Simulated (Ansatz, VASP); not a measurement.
## One calculation of OsC6, two programs

INCAR

```
ALGO = Normal
EDIFF = 1E-6
ENCUT = 600
GGA = PE
GGA_COMPAT = False
ISIF = 2
ISMEAR = 0
LASPH = True
LCHARG = False
LREAL = False
LWAVE = False
NBANDS = 29
NELM = 120
PREC = Accurate
SIGMA = 0.1
```

KPOINTS

```
k-points
0
Gamma
  4 4 4
```

File POSCAR:

```
OsC6
1.0
    0.0000000000      3.6350897500      3.6350897500
    3.6350897500      0.0000000000      3.6350897500
    3.6350897500      3.6350897500      0.0000000000
Os C
1 6
Direct
    0.0000000000      0.0000000000      0.0000000000
    0.2045271900      0.7954728100      0.7954728100
    0.7954728100      0.2045271900      0.2045271900
    0.7954728100      0.2045271900      0.7954728100
    0.2045271900      0.7954728100      0.2045271900
    0.7954728100      0.7954728100      0.2045271900
    0.2045271900      0.2045271900      0.7954728100
```

Input for Ansatz:

```yaml
crystal:
  lattice:
    - [0.0, 3.63508975, 3.63508975]
    - [3.63508975, 0.0, 3.63508975]
    - [3.63508975, 3.63508975, 0.0]
  atoms:
    - { symbol: Os, position: [0.0, 0.0, 0.0] }
    - { symbol: C, position: [0.20452719, 0.79547281, 0.79547281] }
    - { symbol: C, position: [0.79547281, 0.20452719, 0.20452719] }
    - { symbol: C, position: [0.79547281, 0.20452719, 0.79547281] }
    - { symbol: C, position: [0.20452719, 0.79547281, 0.20452719] }
    - { symbol: C, position: [0.79547281, 0.79547281, 0.20452719] }
    - { symbol: C, position: [0.20452719, 0.20452719, 0.79547281] }
basis:
  ecutwfc: 420
kpoints:
  mp_grid: { grid: [4, 4, 4] }
hamiltonian:
  xc: pbe
scf:
  occupations: { method: gaussian, width: 0.1 }
  lower_state_search: "off"
output:
  forces: true
  stress: true
  eigenvalues: true
```

Alike in both runs: task single point; functional PBE; k mesh 4 × 4 × 4; occupations gaussian, width 0.1 eV; no spin polarisation.

```csv
,VASP,Ansatz
version,VASP 6.6.1,Ansatz 0.2.0
potentials or method,"VASP PAW PBE potentials, release 64 (Os_sv_GW, C), cutoff 600 eV","scalar-relativistic, plane waves, PAW"
valence electrons in the cell,40,40
```

```tsv
	VASP	Ansatz	Ansatz less VASP
gap on the k mesh at the Fermi level (eV)	none	none	-
rms of the force components (eV/Å)	19.026	18.727	-0.2986
```

Atom by atom the forces differ by 0.299 eV/Å (rms over components). A gap of «none» marks a metal or a gap that the smearing closes.

The k mesh is coarse, so the values compare programs but aren't converged. Neither program's run includes spin-orbit coupling.
